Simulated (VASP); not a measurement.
**Al: single point with LDA**

Crystal: Al.

```xyz
1
Lattice="-1.6070 1.6070 1.6070 1.6070 -1.6070 1.6070 1.6070 1.6070 -1.6070" Properties=species:S:1:pos:R:3 pbc="T T T"
Al    0.0000    0.0000    0.0000
```

```yaml
Program: VASP 6.6.1
Task: single point
Functional: LDA
Potentials_or_basis: VASP PAW LDA potentials, release 64 (Al)
Cutoff: 500 eV
k_mesh: 8 × 8 × 8
Occupations: gaussian, width 0.1 eV
Spin: no spin polarisation
Dipole_correction: no
Further_INCAR_settings: ALGO = Normal; EDIFF = 1e-06; NBANDS = 8
```

```yaml
Pressure: -1.1 GPa
```

Levels at points of the mesh, in eV from the Fermi level:
| k point | band 1 | band 2 | band 3 | band 4 | band 5 |
| --- | --- | --- | --- | --- | --- |
| (0.00, 0.00, 0.00) | -11.17 | 13.05 | 13.05 | 13.05 | 14.23 |
| (0.50, 0.00, 0.00) | -4.36 | -3.98 | 7.88 | 8.15 | 9.77 |
| (0.50, 0.50, 0.50) | 1.72 | 1.72 | 1.72 | 2.95 | 2.95 |

Wall time 2.2 s on 1 thread of Intel(R) Xeon(R) Platinum 8259CL CPU @ 2.50GHz (Skylake/Cascade Lake), with other jobs on the host, peak memory 0.11 GiB.
